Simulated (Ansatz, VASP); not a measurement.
**Ni: VASP beside Ansatz**

```xyz
2
Lattice="2.4165 0.0000 0.0000 0.0000 2.4165 0.0000 0.0000 0.0000 3.4222" Properties=species:S:1:pos:R:3 pbc="T T T"
Ni    0.0000    0.0000    0.0000
Ni    1.2082    1.2082    1.7111
```

Alike in both runs: functional LDA; k mesh 13 × 13 × 9; occupations fermi-dirac, width 0.05 eV; collinear spin.

Ansatz relaxed the structure, and its values are those at the end. VASP's run is a single point on that final structure, the one shown.

|  | VASP | Ansatz |
| --- | --- | --- |
| version | VASP 6.6.1 | Ansatz 0.2.0 |
| potentials or method | VASP PAW LDA potentials, release 64 (Ni), cutoff 520 eV | plane waves (420 eV) with PAW, scalar-relativistic |
| valence electrons in the cell | 20 | 36 |

|  | VASP | Ansatz | Ansatz less VASP |
| --- | --- | --- | --- |
| pressure (GPa) | -0.1 | 0.0 | +0.09 |
| net moment per atom (μB) | 0.00 | 0.00 | 0.000 |

Ansatz warns that its potentials were made for another functional, while VASP's fit it. LDA's correlation is that of Perdew and Zunger in VASP and of Perdew and Wang (1992) in Ansatz. VASP's potentials hold 20 valence electrons a cell and Ansatz's 36, so a difference there can come from the potentials and not from the codes. Ansatz's warnings: seeded moment not kept.
